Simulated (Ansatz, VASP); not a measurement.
## One calculation of SrLi8Be7, two programs

INCAR

```
PREC     = Accurate       # precision mode
ENCUT    = 650            # plane-wave cutoff, eV
EDIFF    = 1E-6           # SCF threshold, eV
ISMEAR   = -1             # smearing method
SIGMA    = 0.15           # smearing width, eV
LREAL    = F              # projectors in reciprocal space
LASPH    = T              # aspherical terms in the spheres
NELM     = 120            # most SCF steps
ALGO     = Normal         # electronic algorithm
ISIF     = 2              # what is computed and relaxed
LWAVE    = F              # write WAVECAR
LCHARG   = F              # write CHGCAR
GGA      = PE             # functional
NBANDS   = 38             # bands
GGA_COMPAT= F
```

KPOINTS

```
regular mesh
0
Gamma
  3 3 3
```

POSCAR

```
SrLi8Be7
1.0
    5.6223060000      0.0000000000      0.0000000000
    0.0000000000      5.6223060000      0.0000000000
    0.0000000000      0.0000000000      5.6223060000
Li Sr Be
8 1 7
Direct
    0.0000000000      0.0000000000      0.0000000000
    0.0000000000      0.0000000000      0.5000000000
    0.0000000000      0.5000000000      0.0000000000
    0.0000000000      0.5000000000      0.5000000000
    0.5000000000      0.0000000000      0.0000000000
    0.5000000000      0.0000000000      0.5000000000
    0.5000000000      0.5000000000      0.0000000000
    0.5000000000      0.5000000000      0.5000000000
    0.2500000000      0.2500000000      0.2500000000
    0.2500000000      0.2500000000      0.7500000000
    0.2500000000      0.7500000000      0.2500000000
    0.2500000000      0.7500000000      0.7500000000
    0.7500000000      0.2500000000      0.2500000000
    0.7500000000      0.2500000000      0.7500000000
    0.7500000000      0.7500000000      0.2500000000
    0.7500000000      0.7500000000      0.7500000000
```

Input for Ansatz:

```yaml
crystal:
  lattice:
    - [2.811153, 0.0, 0.0]
    - [0.0, 2.811153, 0.0]
    - [0.0, 0.0, 2.811153]
  atoms:
    - { symbol: Li, position: [0.0, 0.0, 0.0] }
    - { symbol: Be, position: [0.5, 0.5, 0.5] }
  supercell: [2, 2, 2]
  defects:
    - { substitution: { at: 1, symbol: Sr } }
kpoints:
  mp_grid:
    grid: [3, 3, 3]
hamiltonian:
  xc: pbe
  pseudopotentials:
    kind: paw
scf:
  convergence:
    dr2_threshold: 1.0e-09
  occupations:
    method: fermi_dirac
    width: 0.15
output:
  forces: true
  eigenvalues: true
```

Alike in both runs: task single point; functional PBE; k mesh 3 × 3 × 3; occupations fermi-dirac, width 0.15 eV; no spin polarisation.

```csv
,VASP,Ansatz
version,VASP 6.6.1,Ansatz 0.2.0
potentials or method,"VASP PAW PBE potentials, release 64 (Li_sv, Sr_sv, Be)","plane waves, PAW"
plane-wave cutoff (eV),650,420
valence electrons in the cell,48,48
```

|  | VASP | Ansatz | Ansatz less VASP |
| --- | --- | --- | --- |
| gap on the k mesh at the Fermi level (eV) | none | none | - |
| rms of the force components (eV/Å) | 0.511 | 0.510 | -0.0006 |

A gap of «none» marks a metal or a gap that the smearing closes. With one functional, cell and mesh, what is left measures potentials, basis and numerics.

The k mesh is coarse, so the values compare programs but aren't converged.
